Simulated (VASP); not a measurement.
SnCl, 2 atoms in the cell. The structure is tetragonal, space group I-4m2 (No. 119). Conventional cell: a = 5.466 Å, b = 5.466 Å, c = 3.862 Å, α = 90.00°, β = 90.00°, γ = 90.00°. Within 3.8 Å of Sn (site symmetry -4m2) lie 4 Cl at 2.90 Å. Cl (site symmetry -4m2) has 4 Sn at 2.90 Å within 3.8 Å. 

- Program: VASP 6.6.1
- Task: relaxation of cell and atoms
- Functional: PBE
- Potentials or basis: VASP PAW PBE potentials, release 64 (Sn_d, Cl)
- Cutoff: 600 eV
- k mesh: 6 × 6 × 6
- Occupations: gaussian, width 0.1 eV
- Spin: no spin polarisation
- Dipole correction: no
- Further INCAR settings: ALGO = Normal; EDIFF = 1e-06; IBRION = 2; EDIFFG = -0.04; NSW = 90; ISIF = 3

Potentials or basis: VASP PAW PBE potentials, release 64 (Sn_d, Cl).

Command:

```bash
$ cat potpaw_PBE.64/Sn_d/POTCAR potpaw_PBE.64/Cl/POTCAR > POTCAR
$ mpirun -np 1 vasp_std > vasp.out
```

Hardware: 1 thread of Intel(R) Xeon(R) Platinum 8488C (Sapphire Rapids), with other jobs on the host.

**Question.** How long does it take, and how much memory?

**Answer.** Run time: 120 s on 1 thread of Intel(R) Xeon(R) Platinum 8488C (Sapphire Rapids), on a shared host, peak memory 0.23 GiB. Counts: scf iterations 54, k points 30, ion steps 6.
